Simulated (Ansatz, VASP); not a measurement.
One calculation of AlH4, two programs

```xyz
5
Lattice="4.0318 0.0000 0.0000 0.0000 4.0318 0.0000 0.0000 0.0000 2.3858" Properties=species:S:1:pos:R:3 pbc="T T T"
Al    2.0159    2.0159    0.0000
H     3.0021    3.0021    1.1929
H     1.0298    1.0298    1.1929
H     1.0298    3.0021    1.1929
H     3.0021    1.0298    1.1929
```

Alike in both runs: functional PBE; k mesh 10 × 10 × 16; occupations gaussian, width 0.1 eV; no spin polarisation.

Ansatz relaxed the structure, and its values are those at the end. VASP's run is a single point on that final structure, the one shown.

|  | VASP | Ansatz |
| --- | --- | --- |
| version | VASP 6.6.1 | Ansatz 0.2.0 |
| potentials or method | VASP PAW PBE potentials, release 64 (Al, H), cutoff 520 eV | scalar-relativistic, plane waves, PAW |
| valence electrons in the cell | 7 | 7 |

|  | VASP | Ansatz | Ansatz less VASP |
| --- | --- | --- | --- |
| gap on the k mesh at the Fermi level (eV) | none | none | - |
| pressure (GPa) | -0.2 | 0.0 | +0.23 |

A gap of «none» marks a metal or a gap that the smearing closes. The functional is the same, so the differences come from potentials, cutoffs and numerics.
